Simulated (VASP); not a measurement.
# SrC2 (I4/mmm) in VASP: a series of runs, part 3 of 3

VASP 6.6.1.

## 4. Relaxation of cell and atoms, LDA

This run uses another cell than the first one, of 17.75 Å³/atom.

INCAR

```
PREC = Accurate
ENCUT = 600
EDIFF = 1E-6
ISMEAR = 0
SIGMA = 0.01
LREAL = False
LASPH = True
NELM = 80
ALGO = Normal
ISIF = 3
LWAVE = False
LCHARG = False
IBRION = 2
NSW = 80
EDIFFG = -0.001
```

KPOINTS

```
Automatic mesh
0
Gamma
  10 10 10
```

POSCAR

```
SrC2
1.0
   -1.9958105545      1.9958105545      3.3421442955
    1.9958105545     -1.9958105545      3.3421442955
    1.9958105545      1.9958105545     -3.3421442955
Sr C
1 2
Direct
    0.0000000000      0.0000000000      0.0000000000
    0.4063705442      0.4063705442      0.0000000000
    0.5936294558      0.5936294558      0.0000000000
```

Potentials or basis: VASP PAW LDA potentials, release 64 (Sr_sv, C).

The run is started by

```bash
> cat potpaw_LDA.64/Sr_sv/POTCAR potpaw_LDA.64/C/POTCAR > POTCAR
> mpirun -np 1 vasp_std > vasp.out
```

OUTCAR:

```text
PREC = Accurate
   ENCUT = 600
   EDIFF = 1E-6
   ISMEAR = 0
   LREAL = False
   LASPH = True
   NELM = 80
   ISIF = 3
   IBRION = 2
   NSW = 80
   EDIFFG = -0.001

 ion  position               nearest neighbor table
   1  0.000  0.000  0.000-   2 2.72   3 2.72   3 2.89   2 2.89   3 2.89   3 2.89   3 2.89   2 2.89
                             2 2.89   2 2.89
   2  0.406  0.406  0.000-   3 1.25   1 2.72   1 2.89   1 2.89   1 2.89   1 2.89
   3  0.594  0.594  0.000-   2 1.25   1 2.72   1 2.89   1 2.89   1 2.89   1 2.89

  LATTYP: Found a body centered tetragonal cell.
 ALAT       =     3.9916211090
 C/A-ratio  =     1.6745799284

  Lattice vectors:

 A1 = (  -1.9958105545,   1.9958105545,   3.3421442955)
 A2 = (   1.9958105545,  -1.9958105545,   3.3421442955)
 A3 = (   1.9958105545,   1.9958105545,  -3.3421442955)

Analysis of symmetry for initial positions (statically):
=====================================================================
 Subroutine PRICEL returns:
 Original cell was already a primitive cell.

 Routine SETGRP: Setting up the symmetry group for a
 body centered tetragonal supercell.

 Subroutine GETGRP returns: Found 16 space group operations
 (whereof 16 operations were pure point group operations)
 out of a pool of 16 trial point group operations.

The static configuration has the point symmetry D_4h.

Analysis of symmetry for dynamics (positions and initial velocities):
=====================================================================
 Subroutine PRICEL returns:
 Original cell was already a primitive cell.

 Routine SETGRP: Setting up the symmetry group for a
 body centered tetragonal supercell.

 Subroutine GETGRP returns: Found 16 space group operations
 (whereof 16 operations were pure point group operations)
 out of a pool of 16 trial point group operations.

The dynamic configuration has the point symmetry D_4h.

 Subroutine INISYM returns: Found 16 space group operations
 (whereof 16 operations are pure point group operations),
[... 152 lines left out ...]
  Direction    XX          YY          ZZ          XY          YZ          ZX
  --------------------------------------------------------------------------------------
  -------------------------------------------------------------------------------------
  Total        0.0586872      0.0586872      0.1761662      0.0000000      0.0000000      0.0000000
  in kB        1.7657530      1.7657530      5.3004090      0.0000000      0.0000000      0.0000000
  external PRESSURE =       2.9439717 kB  Pullay stress =       0.0000000 kB
[... 92 lines left out ...]
  FREE ENERGIE OF THE ION-ELECTRON SYSTEM (eV)
  ---------------------------------------------------
  free  energy   TOTEN  =       -21.7801931919 eV

  energy  without entropy=      -21.7801931919  energy(sigma->0) =      -21.78019319

[... ionic steps 4 to 35 ...]

--------------------------------------- Ionic step       36  -------------------------------------------

 number of electron      18.0000000 magnetization

------------------------ aborting loop because EDIFF is reached ----------------------------------------
[... 69 lines left out ...]
--------------------------------------- Ionic step       38  -------------------------------------------

 number of electron      18.0000000 magnetization

 Free energy of the ion-electron system (eV)
  ---------------------------------------------------
  ext. energy  EPLUGINS =         0.00000000
  ---------------------------------------------------
  free energy    TOTEN  =       -21.78028000 eV

  energy without entropy =      -21.78028000  energy(sigma->0) =      -21.78028000

 E-fermi :   1.0201     XC(G=0):  -9.6508

 val. band max:        0.8605956274   @ k =  -0.4000  -0.4000   0.4000
 cond. band min:       2.1200419188   @ k =   0.5000   0.5000   0.0000
 fundamental gap:      1.2594462914
 Fermi energy:         1.0200525642

 k-point     1 :       0.0000    0.0000    0.0000
  band No.  band energies     occupation
      1     -31.9330      2.00000
      2     -14.0312      2.00000
      3     -14.0312      2.00000
      4     -13.9240      2.00000
      5     -11.5824      2.00000
      6      -1.5213      2.00000
      7      -1.3161      2.00000
      8      -0.0480      2.00000
      9      -0.0480      2.00000
     10       4.1646      0.00000
     11       4.1646      0.00000
     12       5.2425      0.00000
     13       6.3758      0.00000
[... 354 lines left out ...]
  band No.  band energies     occupation
      1     -31.9001      2.00000
      2     -14.3880      2.00000
      3     -14.2267      2.00000
      4     -14.0244      2.00000
      5     -11.1593      2.00000
      6      -2.5066      2.00000
      7      -1.0739      2.00000
      8      -0.9188      2.00000
      9       0.5257      2.00000
     10       3.9086      0.00000
     11       5.6408      0.00000
     12       8.2846      0.00000
     13       8.8501      0.00000

 [... further k-points ...]

------------------------ aborting loop because EDIFF is reached ----------------------------------------

  FORCE on cell =-STRESS in cart. coord.  units (eV):
  Direction    XX          YY          ZZ          XY          YZ          ZX
  --------------------------------------------------------------------------------------
  -------------------------------------------------------------------------------------
  Total       -0.0015120     -0.0015120     -0.0025630      0.0000000     -0.0000000      0.0000000
  in kB       -0.0453403     -0.0453403     -0.0768537      0.0000000     -0.0000000      0.0000000
  external PRESSURE =      -0.0558448 kB  Pullay stress =       0.0000000 kB
[... 18 lines left out ...]
  FREE ENERGIE OF THE ION-ELECTRON SYSTEM (eV)
  ---------------------------------------------------
  free  energy   TOTEN  =       -21.7802800041 eV

  energy  without entropy=      -21.7802800041  energy(sigma->0) =      -21.78028000

 reached required accuracy - stopping structural energy minimisation
```

OSZICAR:

```text
N       E                     dE             d eps       ncg     rms          rms(c)
DAV:   1     0.824796070236E+02    0.82480E+02   -0.98889E+03  2652   0.144E+03
DAV:   2    -0.194923584057E+02   -0.10197E+03   -0.97013E+02  3383   0.254E+02
[... 178 lines left out ...]
       N       E                     dE             d eps       ncg     rms          rms(c)
DAV:   1    -0.217802799954E+02    0.15393E-09   -0.13809E-08  1356   0.107E-03    0.211E-04
DAV:   2    -0.217802799949E+02    0.49408E-09   -0.21101E-09  1356   0.373E-04
  37 F= -.21780280E+02 E0= -.21780280E+02  d E =-.165410E-06
       N       E                     dE             d eps       ncg     rms          rms(c)
DAV:   1    -0.217802800145E+02   -0.19141E-07   -0.14556E-06  1881   0.934E-03    0.957E-04
DAV:   2    -0.217802800041E+02    0.10441E-07   -0.61846E-08  1356   0.201E-03
  38 F= -.21780280E+02 E0= -.21780280E+02  d E =-.919476E-08
```

It took 7.4 min on 1 thread of AMD EPYC 9R45 (Zen 5), shared host; peak memory 0.21 GiB.

Results:

```
Free energy                           : -21.7803 eV
Relaxed volume                        : 17.81 Å³/atom
Relaxed cell                          : a = 4.379 Å, b = 4.379 Å, c = 4.379 Å, α = 125.70°, β = 125.70°, γ = 80.37°
Space group after relaxing (to 0.1 Å) : I4/mmm (No. 139)
Energy gained by relaxing             : 0.1 meV/atom
Ionic steps                           : 38
Pressure after relaxing               : 0.0 GPa
Band gap on the k mesh                : 1.26 eV (least direct gap 2.15 eV)
```

The path:
| step | energy change (eV) | largest force (eV/Å) | pressure (GPa) | volume (Å³) |
| --- | --- | --- | --- | --- |
| 1 | 0.0000 | 0.0836 | 0.29 | 53.25 |
| 2 | 0.0040 | 0.7785 | -0.98 | 53.50 |
| 3 | -0.0001 | 0.0232 | 0.14 | 53.28 |
| 4 | -0.0001 | 0.0009 | 0.02 | 53.40 |
| 5 | -0.0001 | 0.0022 | 0.02 | 53.42 |
| 6 | -0.0001 | 0.0092 | -0.01 | 53.46 |
| 7 | -0.0002 | 0.0060 | -0.02 | 53.44 |
| 8 | -0.0002 | 0.0035 | -0.01 | 53.43 |
| 9 | -0.0002 | 0.0061 | 0.00 | 53.42 |
| 10 | -0.0002 | 0.0048 | 0.00 | 53.42 |
| 11 | -0.0002 | 0.0061 | 0.02 | 53.42 |
| 12 | -0.0002 | 0.0013 | 0.01 | 53.42 |
| 13 | -0.0002 | 0.0015 | 0.01 | 53.42 |
| 14 | -0.0002 | 0.0019 | 0.01 | 53.42 |
| 15 | -0.0002 | 0.0018 | 0.01 | 53.42 |
| 16 | -0.0002 | 0.0001 | 0.02 | 53.42 |
| 17 | -0.0002 | 0.0085 | 0.01 | 53.43 |
| 18 | -0.0002 | 0.0059 | -0.01 | 53.42 |
| 19 | -0.0002 | 0.0031 | 0.00 | 53.42 |
| 20 | -0.0002 | 0.0018 | 0.00 | 53.42 |
| 21 | -0.0002 | 0.0016 | 0.01 | 53.42 |
| 22 | -0.0002 | 0.0013 | 0.01 | 53.42 |
| 23 | -0.0002 | 0.0087 | 0.00 | 53.43 |
| 24 | -0.0002 | 0.0054 | -0.02 | 53.43 |
| 25 | -0.0002 | 0.0024 | -0.02 | 53.43 |
| 26 | -0.0002 | 0.0016 | -0.01 | 53.43 |
| 27 | -0.0002 | 0.0015 | 0.00 | 53.43 |
| 28 | -0.0002 | 0.0013 | 0.01 | 53.43 |
| 29 | -0.0002 | 0.0001 | 0.02 | 53.43 |
| 30 | -0.0002 | 0.0056 | 0.00 | 53.44 |
| 31 | -0.0002 | 0.0051 | -0.01 | 53.44 |
| 32 | -0.0002 | 0.0039 | -0.02 | 53.43 |
| 33 | -0.0002 | 0.0025 | -0.01 | 53.43 |
| 34 | -0.0002 | 0.0019 | -0.01 | 53.43 |
| 35 | -0.0002 | 0.0016 | 0.00 | 53.43 |
| 36 | -0.0002 | 0.0015 | 0.00 | 53.43 |
| 37 | -0.0002 | 0.0014 | 0.00 | 53.43 |
| 38 | -0.0002 | 0.0005 | -0.01 | 53.43 |

Final structure:
```
CELL_PARAMETERS angstrom
-1.99819 1.99819 3.34547
1.99819 -1.99819 3.34547
1.99819 1.99819 -3.34547
ATOMIC_POSITIONS crystal
Sr 0.00000 0.00000 0.00000
C 0.40637 0.40637 0.00000
C 0.59363 0.59363 0.00000
```

Levels at points of the mesh, in eV from the valence-band top:
```
           k point  band 5  band 6  band 7  band 8  band 9  band 10  band 11  band 12  band 13
(0.00, 0.00, 0.00)  -12.44   -2.38   -2.18   -0.91   -0.91     3.30     3.30     4.38     5.52
(0.50, 0.00, 0.00)  -11.71   -3.87   -2.31   -1.85   -0.36     4.77     5.86     6.54     7.15
(0.50, 0.50, 0.00)  -12.26   -2.66   -1.98   -1.23   -0.89     1.26     5.89     7.63     8.91
(0.50, 0.50, 0.50)  -12.28   -3.63   -1.29   -1.29   -0.04     3.09     6.21     6.86     6.86
```

A k mesh can miss the band edges.

## 5. Relaxation of cell and atoms, LDA, target pressure 5 GPa, at which the enthalpy is minimised

This run uses another cell than the first one, of 17.75 Å³/atom.

INCAR

```
PREC = Accurate
ENCUT = 600
EDIFF = 1E-7
ISMEAR = 0
SIGMA = 0.01
LREAL = False
LASPH = True
NELM = 100
ALGO = Normal
ISIF = 3
LWAVE = False
LCHARG = False
GGA = CA
IBRION = 2
NSW = 80
EDIFFG = -0.001
PSTRESS = 50.0
```

KPOINTS is that of step 4.

POSCAR

```
SrC2
1.0
   -1.9957174602      1.9957174602      3.3421376180
    1.9957174602     -1.9957174602      3.3421376180
    1.9957174602      1.9957174602     -3.3421376180
Sr C
1 2
Direct
    0.0000000000      0.0000000000      0.0000000000
    0.4063724269      0.4063724269      0.0000000000
    0.5936275731      0.5936275731      0.0000000000
```

The run is started by

```bash
> cat potpaw_LDA.64/Sr_sv/POTCAR potpaw_LDA.64/C/POTCAR > POTCAR
> mpirun -np 1 vasp_std > vasp.out
```

Run time: 7.1 min. Hardware: 1 thread of AMD EPYC 9R45 (Zen 5), shared host; peak memory 0.21 GiB.

It converged, with:

```yaml
Free_energy: -21.7249 eV
Relaxed_volume: 16.54 Å³/atom
Relaxed_cell: a = 4.286 Å, b = 4.286 Å, c = 4.286 Å, α = 126.12°, β = 126.12°, γ = 79.69°
Space_group_after_relaxing_to_0.1_Å: I4/mmm (No. 139)
Energy_change_on_relaxing_the_run_minimises_the_enthalpy: +18.4 meV/atom
Ionic_steps: 18
Pressure_after_relaxing: 5.0 GPa
Band_gap_on_the_k_mesh: 0.97 eV (least direct gap 1.95 eV)
```

Step by step:
| step | energy change (eV) | largest force (eV/Å) | pressure (GPa) | volume (Å³) |
| --- | --- | --- | --- | --- |
| 1 | 0.0000 | 0.0867 | 0.30 | 53.25 |
| 2 | 0.0819 | 1.5692 | 7.54 | 49.33 |
| 3 | 0.0467 | 1.1863 | 5.52 | 50.29 |
| 4 | 0.0884 | 1.1903 | 4.82 | 48.95 |
| 5 | 0.0563 | 0.0378 | 5.11 | 49.63 |
| 6 | 0.0567 | 0.0611 | 5.10 | 49.61 |
| 7 | 0.0560 | 0.0570 | 5.06 | 49.62 |
| 8 | 0.0547 | 0.0446 | 4.93 | 49.65 |
| 9 | 0.0546 | 0.0433 | 4.91 | 49.65 |
| 10 | 0.0554 | 0.1180 | 5.14 | 49.63 |
| 11 | 0.0548 | 0.0019 | 4.98 | 49.64 |
| 12 | 0.0548 | 0.0008 | 4.98 | 49.64 |
| 13 | 0.0550 | 0.0001 | 4.98 | 49.64 |
| 14 | 0.0555 | 0.0016 | 5.00 | 49.62 |
| 15 | 0.0555 | 0.0021 | 5.01 | 49.62 |
| 16 | 0.0552 | 0.0011 | 5.00 | 49.63 |
| 17 | 0.0552 | 0.0011 | 5.00 | 49.63 |
| 18 | 0.0552 | 0.0008 | 4.99 | 49.63 |

Final structure:
```
CELL_PARAMETERS angstrom
-1.94179 1.94179 3.29074
1.94179 -1.94179 3.29074
1.94179 1.94179 -3.29074
ATOMIC_POSITIONS crystal
Sr 0.00000 0.00000 0.00000
C 0.40507 0.40507 0.00000
C 0.59493 0.59493 0.00000
```

Levels at points of the mesh, in eV from the valence-band top:
| k point | band 5 | band 6 | band 7 | band 8 | band 9 | band 10 | band 11 | band 12 | band 13 |
| --- | --- | --- | --- | --- | --- | --- | --- | --- | --- |
| (0.00, 0.00, 0.00) | -12.65 | -2.59 | -2.19 | -0.94 | -0.94 | 3.17 | 3.17 | 4.32 | 5.86 |
| (0.50, 0.00, 0.00) | -11.65 | -4.09 | -2.49 | -2.03 | -0.38 | 4.75 | 5.84 | 6.81 | 7.43 |
| (0.50, 0.50, 0.00) | -12.45 | -2.69 | -2.01 | -1.23 | -0.98 | 0.97 | 5.80 | 8.02 | 9.51 |
| (0.50, 0.50, 0.50) | -12.47 | -3.71 | -1.33 | -1.33 | -0.05 | 2.97 | 6.73 | 6.86 | 6.86 |

Caveat: the cell is relaxed towards a set pressure, so the run minimises the enthalpy, not the energy. A k mesh can miss the band edges.

## 6. Summary

| task | cell | cutoff (eV) | gap on the mesh (eV) | pressure (GPa) |
| --- | --- | --- | --- | --- |
| single point | a = 4.399 Å, angles 125.6, 125.6, 80.6°, 3 atoms | 520 | 1.32 | -0.7 |
| relaxation of shape and atoms at fixed volume | relaxed from a = 4.345 Å, angles 125.7, 125.7, 80.4°, 3 atoms | 600 | 1.17 | 1.4 |
| relaxation of cell and atoms | relaxed from a = 4.375 Å, angles 125.7, 125.7, 80.4°, 3 atoms | 600 | 1.26 | 0.0 |
| relaxation of cell and atoms | relaxed to 5 GPa from a = 4.374 Å, angles 125.7, 125.7, 80.4°, 3 atoms | 600 | 0.97 | 5.0 |

Alike in all rows: level LDA; potentials or basis VASP PAW LDA potentials, release 64 (Sr_sv, C); no spin polarisation; k mesh 10 × 10 × 10; smearing gaussian 0.01 eV.

Caveats: the cell is relaxed towards a set pressure, so the run minimises the enthalpy, not the energy (at least some runs).

Absolute energies hang on the potentials; compare differences alone.
